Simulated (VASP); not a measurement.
## HRh4: single point with PBEsol

Slab: HRh4, a slab with vacuum.

```
CELL_PARAMETERS angstrom
2.67286 0.00000 0.00000
0.00000 2.67286 0.00000
0.00000 0.00000 24.66999
ATOMIC_POSITIONS crystal
Rh 0.50000 0.50000 0.34455
Rh 0.00000 0.00000 0.42116
Rh 0.50000 0.50000 0.49863
Rh 0.00000 0.00000 0.57281
H 0.00000 0.00000 0.63630
```

| Item | Value |
| --- | --- |
| Program | VASP 6.6.1 |
| Task | single point |
| Functional | PBEsol |
| Potentials or basis | VASP PAW PBE potentials, release 64 (Rh_pv, H) |
| Cutoff | 520 eV |
| k mesh | 11 × 11 × 1 |
| Occupations | gaussian, width 0.1 eV |
| Spin | no spin polarisation |

```json
{
 "Largest force": "0.613 eV/Å"
}
```

Forces on the atoms (eV/Å):
```
Rh   0.000  0.000  0.592
Rh   0.000  0.000 -0.613
Rh   0.000  0.000  0.018
Rh   0.000  0.000 -0.037
H    0.000  0.000  0.041
```

Levels at points of the mesh, in eV from the Fermi level:
```csv
k point,band 27,band 28,band 29,band 30,band 31,band 32,band 33,band 34,band 35,band 36
"(0.00, 0.00, 0.00)",-1.25,-0.80,-0.24,-0.24,-0.24,0.16,0.47,0.68,0.76,0.76
```

Run time: 2.2 min on 1 thread of Intel(R) Xeon(R) 6975P-C (Granite Rapids) (shared host), peak memory 0.31 GiB.

Caveat: the PAW data sets were made with another functional, which shifts forces and pressure a little.
